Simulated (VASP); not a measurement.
Runs of VASP 6.6.1 on MoS2. It takes space group P6_3/mmc (No. 194, hexagonal). Conventional cell: a = 3.161 Å, b = 3.161 Å, c = 12.295 Å, α = 90.00°, β = 90.00°, γ = 120.00°. Mo (site symmetry -6m2) has 6 S at 2.37 Å and 6 Mo at 3.16 Å within 3.2 Å. S (site symmetry 3m) has 3 Mo at 2.37 Å and 7 S at 3.01 to 3.16 Å within 3.2 Å. 

```tsv
spin	fixed moment (μB)	pressure (GPa)	moment (μB)	largest force (eV/Å)
collinear, zero start	-	2.6	0.00	0.93
collinear	3.6	(a)	3.60	1.37
collinear, zero start	0.0	2.6	0.00	0.93
collinear	4.0	14.7	4.00	1.46
```

Alike in all rows: task single point; level LDA+U; potentials or basis VASP PAW LDA potentials, release 64 (Mo_sv, S); Mo d U = 2.5 eV; cell as given; k mesh 8 × 8 × 2; cutoff (eV) 500; smearing gaussian 0.05 eV.

Q: Estimate the missing entries.

A: (a) 13.2.

Caveats: the stress differs along the axes, from 0 to 7 GPa (at least some runs); the total moment is fixed, so each spin has its own Fermi level and the state may be an excited one (at least some runs); forces of over 1 eV/Å act on the atoms, so gaps and moduli don't describe the material at rest (at least some runs); the cell stands under pressure (at least some runs); the total moment is fixed, so each spin has its own Fermi level (at least some runs); the moment is held away from its start (at least some runs); the stress differs along the axes, from 11 to 16 GPa (at least some runs).
